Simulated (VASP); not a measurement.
The system is AlNi.

```xyz
4
Lattice="0.0433 -0.0087 -2.9010 -0.0130 -2.9150 -0.0087 -5.9630 -0.0260 0.0867" Properties=species:S:1:pos:R:3 pbc="T T T"
Al   -6.3242   -0.2934    0.1809
Al   -2.7773   -0.1754   -0.0002
Ni   -4.4993   -1.1731   -1.3270
Ni   -1.2763   -1.3468   -1.5466
```

```yaml
Program: VASP 6.6.1
Task: relaxation of cell and atoms
Functional: PBE
Potentials_or_basis: VASP PAW PBE potentials, release 64 (Al, Ni)
Cutoff: 600 eV
k_mesh: 8 × 8 × 4
Occupations: gaussian, width 0.2 eV
Spin: no spin polarisation
```

At the start: pressure 16.9 GPa; volume 12.60 Å³/atom.

**Question.** How do energy, volume and symmetry change on relaxing?

**Answer.** Over 17 steps the energy falls by 651.7 meV/atom and the volume is 12.11 Å³/atom (-3.9 %); space group P1 (No. 1, to 0.1 Å) before, Pm-3m (No. 221, to 0.1 Å).

Step by step:
```csv
step,energy change (eV),largest force (eV/Å),pressure (GPa),volume (Å³)
1,0.0000,8.2676,16.87,50.41
2,-1.3523,0.7329,-18.20,60.57
3,-1.7049,1.2018,-10.95,55.98
4,-2.2088,1.3276,-1.22,50.22
5,-2.2823,1.5499,6.83,47.41
6,-2.5022,0.7551,4.64,47.38
7,-2.5037,0.6818,4.68,47.37
8,-2.5536,0.3813,-3.81,49.84
9,-2.5567,0.4335,-2.27,49.34
10,-2.5868,0.2849,-0.95,48.84
11,-2.5989,0.1405,0.54,48.34
12,-2.5992,0.1199,0.72,48.26
13,-2.6058,0.0416,-0.21,48.53
14,-2.6060,0.0459,-0.37,48.57
15,-2.6063,0.0252,0.35,48.35
16,-2.6064,0.0316,0.21,48.41
17,-2.6066,0.0108,-0.01,48.46
```

Final structure:
```cif
data_structure
_symmetry_space_group_name_H-M 'P 1'
_symmetry_Int_Tables_number 1
_cell_length_a 2.8939
_cell_length_b 2.8860
_cell_length_c 5.8022
_cell_angle_alpha 90.020
_cell_angle_beta 89.971
_cell_angle_gamma 89.961
_cell_volume 48.46
loop_
_atom_site_label
_atom_site_type_symbol
_atom_site_fract_x
_atom_site_fract_y
_atom_site_fract_z
_atom_site_occupancy
Al1 Al 0.00011 0.99999 0.99994 1
Al2 Al 0.99996 0.00005 0.50001 1
Ni1 Ni 0.49986 0.50074 0.75008 1
Ni2 Ni 0.50006 0.49923 0.24997 1
```
